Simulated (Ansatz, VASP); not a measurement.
Given: the input of a run of VASP 6.6.1 on Ta2N.

The input INCAR:

```
  PREC = Accurate
  ENCUT = 520
  EDIFF = 1E-6
  ISMEAR = -1
  SIGMA = 0.05
  LREAL = False
  LASPH = True
  NELM = 100
  ALGO = Normal
  ISIF = 2
  LWAVE = False
  LCHARG = False
  NBANDS = 20
```

The input KPOINTS:

```
Automatic mesh
0
Gamma
  10 10 6
```

The input POSCAR:

```
Ta2N
1.0
    3.1538249076      0.0000000000      0.0000000000
   -1.5769124538      2.7312924890      0.0000000000
    0.0000000000      0.0000000000      4.9339252043
Ta N
2 1
Direct
    0.3333333333      0.6666666667      0.2547110000
    0.6666666667      0.3333333333      0.7452890000
    0.0000000000      0.0000000000      0.0000000000
```

Potentials or basis: VASP PAW LDA potentials, release 64 (Ta_pv, N).

Command:

```sh
$ cat potpaw_LDA.64/Ta_pv/POTCAR potpaw_LDA.64/N/POTCAR > POTCAR
$ mpirun -np 1 vasp_std > vasp.out
```

Set up the same calculation for Ansatz 0.2.0. Potentials there: all-electron LAPW, scalar-relativistic.

As run (the cutoff follows the program's own potentials):

input.yaml

```yaml
crystal:
  lattice:
    - [3.1538249076, 0.0, 0.0]
    - [-1.5769124538, 2.731292489, 0.0]
    - [0.0, 0.0, 4.9339252043]
  atoms:
    - { symbol: Ta, position: [0.3333333333, 0.6666666667, 0.254711] }
    - { symbol: Ta, position: [0.6666666667, 0.3333333333, 0.745289] }
    - { symbol: "N", position: [0.0, 0.0, 0.0] }
kpoints:
  mp_grid: { grid: [10, 10, 6] }
scf:
  occupations: { method: fermi_dirac, width: 0.05 }
hamiltonian:
  xc: lda
  pseudopotentials: { kind: all_electron, lapw: { basis_error: 0.002 } }
output:
  forces: true
  stress: true
  eigenvalues: true
```

Potentials or basis: all-electron LAPW, scalar-relativistic.

Launch:

```console
$ ansatz run input.yaml --threads 2 --pin off --max-ram 6144MiB --backend cpu --events-out ev --progress --plain --runs-dir out
```

Both were run:

|  | VASP | Ansatz | Ansatz less VASP |
| --- | --- | --- | --- |
| gap on the k mesh at the Fermi level (eV) | none | none | - |
| pressure (GPa) | -22.4 | -23.4 | -0.99 |
| traceless stress, the component that is largest in VASP (GPa) | -0.08 | -0.04 | +0.034 |
| rms of the force components (eV/Å) | 0.285 | 0.300 | +0.0151 |

LDA's correlation is that of Perdew and Zunger in VASP and of Perdew and Wang (1992) in Ansatz. Atom by atom the forces differ by 0.015 eV/Å (rms over components). A gap of «none» marks a metal or a gap that the smearing closes. Ansatz ran all-electron here, and VASP with PAW potentials.

Spin-orbit coupling is off throughout.
